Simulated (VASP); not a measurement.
Here is a VASP 6.6.1 calculation.

Contents of POSCAR:

```
ZnS
1.0
   -3.8067217473      0.0000000000      0.0000000000
   -1.9033608736     -3.2967177383      0.0000000000
   -1.4275206552     -0.8241794346     12.4914703042
Zn S
4 4
Direct
    0.1067223245      0.1067223245      0.9064440355
    0.2317223245      0.2317223245      0.4064440355
    0.6275556578      0.6275556578      0.1564440355
    0.5025556578      0.5025556578      0.6564440355
    0.3099443422      0.3099443422      0.0935559645
    0.1849443422      0.1849443422      0.5935559645
    0.5807776755      0.5807776755      0.3435559645
    0.4557776755      0.4557776755      0.8435559645
```

Contents of INCAR.step1:

```
SYSTEM = ZnS
  PREC = Accurate
  ENCUT = 520
  ISMEAR = 0
  SIGMA = 0.05
  LREAL = .FALSE.
  LASPH = .TRUE.
  NELM = 100
  NBANDS = 46
  GGA = PE
  ALGO = Normal
  EDIFF = 1E-4
  LWAVE = .TRUE.
  LCHARG = .FALSE.
```

Contents of INCAR.step2:

```
SYSTEM = ZnS
  PREC = Accurate
  ENCUT = 520
  EDIFF = 1E-7
  ISMEAR = 0
  SIGMA = 0.05
  LREAL = .FALSE.
  LASPH = .TRUE.
  NELM = 100
  ALGO = Normal
  ISIF = 2
  LWAVE = .FALSE.
  LCHARG = .TRUE.
  METAGGA = R2SCAN
  LMIXTAU = .TRUE.
  LELF = .TRUE.
  LVHAR = .TRUE.
  NBANDS = 46
  ISTART = 1
```

File KPOINTS:

```
regular mesh
0
G
  7 7 2
  0 0 0
```

Potentials or basis: VASP PAW PBE potentials, release 64 (Zn, S).

The run is started by

```sh
$ cat potpaw_PBE.64/Zn/POTCAR potpaw_PBE.64/S/POTCAR > POTCAR
$ cp INCAR.step1 INCAR
$ mpirun -np 1 vasp_std > vasp.out
$ cp INCAR.step2 INCAR
$ mpirun -np 1 vasp_std > vasp.out
```

Problem. Estimate the band gap on the k mesh.

Solution. 1.94 eV.

Problem. Predict the pressure.

Solution. -0.3 GPa.

Problem. Estimate the largest force.

Solution. 0.804 eV/Å.

Stress tensor (GPa, compression positive):
```
-1.36 -0.19  1.90
-0.19 -1.14  1.10
 1.90  1.10  1.74
```

Caveat: the PAW data sets were made with another functional, which shifts forces and pressure a little; an odd mesh through Γ misses points on the zone boundary, where band edges can lie.
